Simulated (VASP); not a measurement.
Set up this calculation in VASP 6.6.1, as the native input.

* Task: single point
* Functional: PBE
* Potentials or basis: VASP PAW PBE potentials, release 64 (Ca_sv, F)
* Cutoff: 600 eV
* k mesh: 4 × 4 × 4
* Occupations: gaussian, width 0.01 eV
* Spin: no spin polarisation
* Dipole correction: no
* Further INCAR settings: ALGO = Normal; EDIFF = 1e-06; NBANDS = 19

The structure of CaF2 lies in POSCAR:

```
CaF2
1.0
    0.0000000000      2.7195929739      2.7195929739
    2.7195929739      0.0000000000      2.7195929739
    2.7195929739      2.7195929739      0.0000000000
Ca F
1 2
Direct
    0.0000000000      0.0000000000      0.0000000000
    0.2500000000      0.2500000000      0.2500000000
    0.7500000000      0.7500000000      0.7500000000
```

The input as run:

INCAR

```
PREC = Accurate ; ENCUT = 600
EDIFF = 1E-6 ; ISMEAR = 0
SIGMA = 0.01 ; LREAL = F
LASPH = T ; NELM = 120
ALGO = Normal ; ISIF = 2
LWAVE = F ; LCHARG = F
GGA = PE ; NBANDS = 19
GGA_COMPAT = F
```

KPOINTS

```
Automatic mesh
0
Gamma
  4 4 4
```

Potentials or basis: VASP PAW PBE potentials, release 64 (Ca_sv, F).

Command:

```console
$ cat potpaw_PBE.64/Ca_sv/POTCAR potpaw_PBE.64/F/POTCAR > POTCAR
$ mpirun -np 1 vasp_std > vasp.out
```

It gave:

| Property | Result |
| --- | --- |
| Pressure | 3.6 GPa |
| Band gap on the k mesh | 7.36 eV (least direct gap 7.61 eV) |

Caveat: the k points lie up to 0.50 Å⁻¹ apart.

Wall time 14 s on 1 thread of Intel Xeon 8259CL, on a shared host, peak memory 0.17 GiB.
